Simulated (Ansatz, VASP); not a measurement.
# BN: VASP beside Ansatz

File INCAR:

```
SYSTEM = BN
ALGO     = Normal         ! electronic algorithm
DIPOL    = 0.5 0.5 0.500
EDIFF    = 1E-6           ! SCF threshold, eV
ENCUT    = 520            ! plane-wave cutoff, eV
GGA      = PE             ! functional
IDIPOL   = 3            
ISIF     = 2              ! what is computed and relaxed
ISMEAR   = -1             ! smearing method
LASPH    = .True.         ! aspherical terms in the spheres
LCHARG   = .False.        ! write CHGCAR
LDIPOL   = .True.       
LREAL    = .False.        ! projectors in reciprocal space
LWAVE    = .False.        ! write WAVECAR
NBANDS   = 21             ! bands
NELM     = 100            ! most SCF steps
PREC     = Accurate       ! precision mode
SIGMA    = 0.02           ! smearing width, eV
```

The input KPOINTS:

```
k-points
0
Gamma
  12 8 1
  0 0 0
```

Contents of POSCAR:

```
BN
1.0
    2.5630581741      0.0000000000      0.0000000000
    0.0000000000      3.6247116310      0.0000000000
    0.0000000000      0.0000000000     24.6255000000
B N
3 3
Direct
    0.2500000000      0.0843064563      0.4549896397
    0.7500000000      0.6344127657      0.4999999814
    0.2500000000      0.0843065516      0.5450103260
    0.7500000000      0.9015453098      0.4466923317
    0.2500000000      0.3938833935      0.5000000063
    0.7500000000      0.9015455231      0.5533076683
```

Input for Ansatz:

```yaml
crystal:
  lattice:
    - [2.5630581741, 0.0, 0.0]
    - [0.0, 3.624711631, 0.0]
    - [0.0, 0.0, 24.6255]
  atoms:
    - { symbol: B, position: [0.25, 0.0843064563, 0.4549896397] }
    - { symbol: "N", position: [0.75, 0.9015453098, 0.4466923317] }
    - { symbol: B, position: [0.75, 0.6344127657, 0.4999999814] }
    - { symbol: "N", position: [0.25, 0.3938833935, 0.5000000063] }
    - { symbol: B, position: [0.25, 0.0843065516, 0.545010326] }
    - { symbol: "N", position: [0.75, 0.9015455231, 0.5533076683] }
kpoints:
  mp_grid: { grid: [12, 8, 1] }
scf:
  occupations: { method: fermi_dirac, width: 0.02 }
hamiltonian:
  xc: pbe
  pseudopotentials: { kind: all_electron, lapw: { basis_error: 0.001 } }
output:
  forces: true
  stress: true
  eigenvalues: true
efield:
  axis: 3
  amplitude: 0
  dipole_correction: true
```

Alike in both runs: task single point; functional PBE; k mesh 12 × 8 × 1; occupations fermi-dirac, width 0.02 eV; no spin polarisation.

|  | VASP | Ansatz |
| --- | --- | --- |
| version | VASP 6.6.1 | Ansatz 0.2.0 |
| potentials or method | VASP PAW PBE potentials, release 64 (B, N), cutoff 520 eV | all-electron LAPW, scalar-relativistic |

Ansatz gave:

```
rms of the force components (eV/Å) : 0.002
```

Question: Which values does VASP return?

Answer: rms of the force components (eV/Å): 0.010.

Ansatz ran all-electron here, and VASP with PAW potentials.
